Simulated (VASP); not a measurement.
# Si4BN3 (P-43m) in VASP: relaxation of cell and atoms with PBE

Aim: the relaxation of cell and atoms of Si4BN3 with PBE.

All numbers are computed with VASP 6.6.1; they aren't measurements. Logs are shortened: lines on timing, memory, paths and dates and some standing lists are left out, and cuts for length are marked.

### 1 The cell of the first run

Symmetry: P-43m, No. 215, cubic system. Conventional cell: a = 4.372 Å, b = 4.372 Å, c = 4.372 Å, α = 90.00°, β = 90.00°, γ = 90.00°. Within 2.5 Å of Si (site symmetry 3m) lie 3 N at 1.88 Å and 1 B at 1.95 Å. B (site symmetry -43m) has 4 Si at 1.95 Å within 2.6 Å. N (site symmetry -42m) has 4 Si at 1.88 Å within 2.5 Å.

### 2 Relaxation of cell and atoms, PBE

Contents of INCAR:

```
PREC     = Accurate       # precision mode
ENCUT    = 600            # plane-wave cutoff, eV
EDIFF    = 1E-6           # SCF threshold, eV
ISMEAR   = 0              # smearing method
SIGMA    = 0.1            # smearing width, eV
LREAL    = False          # projectors in reciprocal space
LASPH    = True           # aspherical terms in the spheres
NELM     = 80             # most SCF steps
ALGO     = Normal         # electronic algorithm
ISIF     = 3              # what is computed and relaxed
LWAVE    = False          # write WAVECAR
LCHARG   = False          # write CHGCAR
GGA      = PE             # functional
IBRION   = 2              # ionic algorithm
NSW      = 100            # ionic steps
EDIFFG   = -0.01          # ionic threshold
```

Contents of KPOINTS:

```
regular mesh
0
Gamma
  8 8 8
```

Contents of POSCAR:

```
Si4BN3
1.0
    4.3717731237      0.0000000000      0.0000000000
    0.0000000000      4.3717731237      0.0000000000
    0.0000000000      0.0000000000      4.3717731237
Si B N
4 1 3
Direct
    0.7426367917      0.2573632083      0.7426367917
    0.7426367917      0.7426367917      0.2573632083
    0.2573632083      0.2573632083      0.2573632083
    0.2573632083      0.7426367917      0.7426367917
    0.0000000000      0.0000000000      0.0000000000
    0.5000000000      0.5000000000      0.0000000000
    0.5000000000      0.0000000000      0.5000000000
    0.0000000000      0.5000000000      0.5000000000
```

Potentials or basis: VASP PAW PBE potentials, release 64 (Si, B, N).

Started as:

```console
$ cat potpaw_PBE.64/Si/POTCAR potpaw_PBE.64/B/POTCAR potpaw_PBE.64/N/POTCAR > POTCAR
$ mpirun -np 1 vasp_std > vasp.out
```

OUTCAR:

```text
PREC = Accurate
   ENCUT = 600
   EDIFF = 1E-6
   ISMEAR = 0
   LREAL = False
   LASPH = True
   NELM = 80
   ISIF = 3
   GGA = PE
   IBRION = 2
   NSW = 100
   EDIFFG = -0.01

 ion  position               nearest neighbor table
   1  0.743  0.257  0.743-   6 1.88   7 1.88   8 1.88   5 1.95   3 3.00   4 3.00   2 3.00   3 3.09
                             3 3.09   4 3.09   2 3.09   2 3.09   4 3.09
   2  0.743  0.743  0.257-   6 1.88   7 1.88   8 1.88   5 1.95   3 3.00   4 3.00   1 3.00   3 3.09
                             3 3.09   4 3.09   1 3.09   1 3.09   4 3.09
   3  0.257  0.257  0.257-   6 1.88   7 1.88   8 1.88   5 1.95   2 3.00   4 3.00   1 3.00   1 3.09
                             4 3.09   2 3.09   4 3.09   1 3.09   2 3.09
   4  0.257  0.743  0.743-   6 1.88   7 1.88   8 1.88   5 1.95   2 3.00   3 3.00   1 3.00   3 3.09
                             1 3.09   3 3.09   2 3.09   1 3.09   2 3.09
   5  0.000  0.000  0.000-   1 1.95   2 1.95   3 1.95   4 1.95
   6  0.500  0.500  0.000-   1 1.88   2 1.88   3 1.88   4 1.88
   7  0.500  0.000  0.500-   1 1.88   2 1.88   3 1.88   4 1.88
   8  0.000  0.500  0.500-   1 1.88   2 1.88   3 1.88   4 1.88

  LATTYP: Found a simple cubic cell.
 ALAT       =     4.3717731237

  Lattice vectors:

 A1 = (   4.3717731237,   0.0000000000,   0.0000000000)
 A2 = (   0.0000000000,   4.3717731237,   0.0000000000)
 A3 = (   0.0000000000,   0.0000000000,   4.3717731237)

Analysis of symmetry for initial positions (statically):
=====================================================================
 Subroutine PRICEL returns:
 Original cell was already a primitive cell.

 Routine SETGRP: Setting up the symmetry group for a
 simple cubic supercell.

 Subroutine GETGRP returns: Found 24 space group operations
 (whereof 24 operations were pure point group operations)
 out of a pool of 48 trial point group operations.

The static configuration has the point symmetry T_d .

Analysis of symmetry for dynamics (positions and initial velocities):
=====================================================================
 Subroutine PRICEL returns:
 Original cell was already a primitive cell.

 Routine SETGRP: Setting up the symmetry group for a
 simple cubic supercell.

 Subroutine GETGRP returns: Found 24 space group operations
 (whereof 24 operations were pure point group operations)
 out of a pool of 48 trial point group operations.

The dynamic configuration has the point symmetry T_d .

 Subroutine INISYM returns: Found 24 space group operations
 (whereof 24 operations are pure point group operations),
 and found     1 'primitive' translations

----------------------------------------------------------------------------------------

                                     Primitive cell

  volume of cell :      83.5551

  direct lattice vectors                    reciprocal lattice vectors
     4.371773124  0.000000000  0.000000000     0.228740141  0.000000000  0.000000000
     0.000000000  4.371773124  0.000000000     0.000000000  0.228740141  0.000000000
     0.000000000  0.000000000  4.371773124     0.000000000  0.000000000  0.228740141

  length of vectors
     4.371773124  4.371773124  4.371773124     0.228740141  0.228740141  0.228740141

  position of ions in fractional coordinates (direct lattice)
     0.742636792  0.257363208  0.742636792
     0.742636792  0.742636792  0.257363208
     0.257363208  0.257363208  0.257363208
     0.257363208  0.742636792  0.742636792
     0.000000000  0.000000000  0.000000000
     0.500000000  0.500000000  0.000000000
     0.500000000  0.000000000  0.500000000
     0.000000000  0.500000000  0.500000000

  ion indices of the primitive-cell ions
   primitive index   ion index
                 1           1
                 2           2
                 3           3
                 4           4
                 5           5
                 6           6
                 7           7
                 8           8

----------------------------------------------------------------------------------------

 KPOINTS: regular mesh

Automatic generation of k-mesh.
 Grid dimensions read from file:
 generate k-points for:    8    8    8

 Generating k-lattice:

  Cartesian coordinates                     Fractional coordinates (reciprocal lattice)
     0.028592518  0.000000000  0.000000000     0.125000000  0.000000000  0.000000000
     0.000000000  0.028592518  0.000000000     0.000000000  0.125000000  0.000000000
     0.000000000  0.000000000  0.028592518     0.000000000  0.000000000  0.125000000

  Length of vectors
     0.028592518  0.028592518  0.028592518

  Shift w.r.t. Gamma in fractional coordinates (k-lattice)
     0.000000000  0.000000000  0.000000000

 Subroutine IBZKPT returns following result:
 ===========================================

 Found     35 irreducible k-points:

 Following reciprocal coordinates:
            Coordinates               Weight
  0.000000  0.000000  0.000000      1.000000
  0.125000  0.000000  0.000000      6.000000
  0.250000  0.000000  0.000000      6.000000
  0.375000  0.000000  0.000000      6.000000
  0.500000  0.000000  0.000000      3.000000
  0.125000  0.125000  0.000000     12.000000
[... 16 lines left out ...]
  0.375000  0.375000  0.125000     24.000000
  0.500000  0.375000  0.125000     24.000000
 [... further k-points ...]
   k-points           NKPTS =     35   k-points in BZ     NKDIM =     35   number of bands    NBANDS=     22
   number of dos      NEDOS =    301   number of ions     NIONS =      8
   total plane-waves  NPLWV =  46656
   dimension x,y,z NGX =    36 NGY =   36 NGZ =   36
   dimension x,y,z NGXF=    72 NGYF=   72 NGZF=   72
   ions per type =               4   1   3
   NGX,Y,Z   is equivalent  to a cutoff of  13.69, 13.69, 13.69 a.u.
   NGXF,Y,Z  is equivalent  to a cutoff of  27.38, 27.38, 27.38 a.u.
 SYSTEM =  unknown system
   PREC   = accura    normal or accurate (medium, high low for compatibility)
   ISTART =      0    job   : 0-new  1-cont  2-samecut
   ICHARG =      2    charge: 1-file 2-atom 10-const
   ISPIN  =      1    spin polarized calculation?
   LNONCOLLINEAR =      F non collinear calculations
   LSORBIT =      F    spin-orbit coupling
   LASPH  =      T    aspherical Exc in radial PAW
   ENCUT  =  600.0 eV  44.10 Ry    6.64 a.u.   8.73  8.73  8.73*2*pi/ulx,y,z
   NELM   =     80;   NELMIN=  2; NELMDL= -5     # of ELM steps
   EDIFF  = 0.1E-05   stopping-criterion for ELM
   LREAL  =      F    real-space projection
   EDIFFG = -.1E-01   stopping-criterion for IOM
   NSW    =    100    number of steps for IOM
   IBRION =      2    ionic relax: 0-MD 1-quasi-New 2-CG
   NFREE  =      1    steps in history (QN), initial steepest desc. (CG)
   ISIF   =      3    stress and relaxation
   ISYM   =      2    0-nonsym 1-usesym 2-fastsym
   POTIM  = 0.5000    time-step for ionic-motion
   TEBEG  =    0.0;   TEEND  =   0.0 temperature during run
   PSTRESS=    0.0 pullay stress
   NELECT =      34.0000    total number of electrons
   NUPDOWN=      -1.0000    fix difference up-down
   EMIN   =  10.00;   EMAX   =-10.00  energy-range for DOS
   EFERMI =   0.00;   METHOD = LEGACY
   ISMEAR =     0;   SIGMA  =   0.10  broadening in eV -4-tet -1-fermi 0-gaus
   EFERMI_NEDOS =   21; number of points for ismear=-14 and -15
   IALGO  =     38    algorithm
   IMIX   =      4    mixing-type and parameters
     AMIX     =   0.40;   BMIX     =  1.00
     AMIX_MAG =   1.60;   BMIX_MAG =  1.00
  volume/ion in A,a.u.               =      10.44        70.48
  Fermi-wavevector in a.u.,A,eV,Ry     =   1.213138  2.292498 20.023744  1.471704
  Thomas-Fermi vector in A             =   2.348600
   LORBIT       =      0    0 simple, 1 ext, 2 COOP (PROOUT), +10 PAW based schemes
   GGA     = PE    functional components
   LHFCALC =     F    Hartree Fock is set to
   AEXX    =    0.0000 exact exchange contribution
   IVDW    =     0    specifies the selected vdW correction
   LEPSILON=     F    determine dielectric tensor
   LRPA    =     F    only Hartree local field effects (RPA)
 conjugate gradient relaxation of ions
 non-spin polarized calculation
 Gauss-broadening in eV      SIGMA  =   0.10
  energy-cutoff  :      600.00
  volume of cell :       83.56
 maximum number of plane-waves:      2809
 NGX is ok and might be reduce to    36
   NGX = 17   NGY = 17   NGZ = 17

--------------------------------------- Ionic step        1  -------------------------------------------

 number of electron      33.9999996 magnetization

 Free energy of the ion-electron system (eV)
  ---------------------------------------------------
  ext. energy  EPLUGINS =         0.00000000
  ---------------------------------------------------
  free energy    TOTEN  =       -55.43711476 eV

  energy without entropy =      -55.43250596  energy(sigma->0) =      -55.43481036

------------------------ aborting loop because EDIFF is reached ----------------------------------------

  FORCE on cell =-STRESS in cart. coord.  units (eV):
  Direction    XX          YY          ZZ          XY          YZ          ZX
  --------------------------------------------------------------------------------------
  -------------------------------------------------------------------------------------
  Total       -0.5050187     -0.5050187     -0.5050187      0.0000000      0.0000000      0.0000000
  in kB       -9.6837863     -9.6837863     -9.6837863      0.0000000      0.0000000      0.0000000
  external PRESSURE =      -9.6837863 kB  Pullay stress =       0.0000000 kB
[... 69 lines left out ...]
  energy  without entropy=      -55.4393069860  energy(sigma->0) =      -55.44174662

--------------------------------------- Ionic step        3  -------------------------------------------

 number of electron      33.9999995 magnetization

 Free energy of the ion-electron system (eV)
  ---------------------------------------------------
  ext. energy  EPLUGINS =         0.00000000
  ---------------------------------------------------
  free energy    TOTEN  =       -55.44593966 eV

  energy without entropy =      -55.44175993  energy(sigma->0) =      -55.44384980

 E-fermi :  10.9669     XC(G=0): -11.4038

 val. band max:       10.8690905594   @ k =   0.5000   0.5000   0.5000
 cond. band min:      11.0126971317   @ k =   0.5000   0.2500   0.0000
 fundamental gap:      0.1436065723
 Fermi energy:        10.9668887585

 k-point     1 :       0.0000    0.0000    0.0000
  band No.  band energies     occupation
      1      -9.9408      2.00000
      2      -7.3095      2.00000
      3      -7.3095      2.00000
      4      -0.5969      2.00000
      5      -0.5969      2.00000
      6      -0.5969      2.00000
[... 574 lines left out ...]
      6       0.2723      2.00000
[... 14 lines left out ...]
     21      13.6856      0.00000
     22      14.2953      0.00000

 [... further k-points ...]
[... 5 lines left out ...]
  --------------------------------------------------------------------------------------
  -------------------------------------------------------------------------------------
  Total        0.0296210      0.0296210      0.0296210      0.0000000     -0.0000000      0.0000000
  in kB        0.5716463      0.5716463      0.5716463      0.0000000     -0.0000000      0.0000000
  external PRESSURE =       0.5716463 kB  Pullay stress =       0.0000000 kB
[... 23 lines left out ...]
  FREE ENERGIE OF THE ION-ELECTRON SYSTEM (eV)
  ---------------------------------------------------
  free  energy   TOTEN  =       -55.4459396619 eV

  energy  without entropy=      -55.4417599284  energy(sigma->0) =      -55.44384980

 reached required accuracy - stopping structural energy minimisation
```

Wall time 58 s (1 thread of Intel Xeon 6975P-C (Granite Rapids), shared host); peak memory 0.24 GiB.

Results:

```yaml
Free_energy: -55.4459 eV
Relaxed_volume: 10.38 Å³/atom
Relaxed_cell: a = 4.362 Å, b = 4.362 Å, c = 4.362 Å, α = 90.00°, β = 90.00°, γ = 90.00°
Space_group_after_relaxing_to_0.1_Å: P-43m (No. 215)
Energy_gained_by_relaxing: 1.1 meV/atom
Ionic_steps: 3
Pressure_after_relaxing: 0.1 GPa
Band_gap_on_the_k_mesh: zero (bands 17 and 18 overlap by 3.51 eV)
```

The path:
```
step  energy change (eV)  largest force (eV/Å)  pressure (GPa)  volume (Å³)
   1              0.0000                0.3199           -0.97        83.56
   2             -0.0071                0.1417            0.52        82.79
   3             -0.0088                0.0003            0.06        83.02
```

Final structure:
```
Si B N
1.0
     4.36242    0.00000    0.00000
     0.00000    4.36242    0.00000
     0.00000    0.00000    4.36242
Si B N
4 1 3
Direct
  0.74121 0.25879 0.74121
  0.74121 0.74121 0.25879
  0.25879 0.25879 0.25879
  0.25879 0.74121 0.74121
  0.00000 0.00000 0.00000
  0.50000 0.50000 0.00000
  0.50000 0.00000 0.50000
  0.00000 0.50000 0.50000
```

Levels at points of the mesh, in eV from the Fermi level:
```tsv
k point	band 14	band 15	band 16	band 17	band 18	band 19	band 20	band 21
(0.00, 0.00, 0.00)	-3.31	-3.20	-3.20	-3.20	-2.12	-2.12	1.28	1.28
(0.50, 0.00, 0.00)	-6.33	-4.12	-4.12	-0.70	0.92	1.25	1.58	2.45
(0.50, 0.50, 0.00)	-5.65	-3.87	-3.87	1.38	1.52	1.52	2.35	2.46
(0.50, 0.50, 0.50)	-3.06	-3.06	-3.06	-0.10	-0.10	-0.10	3.34	3.91
```
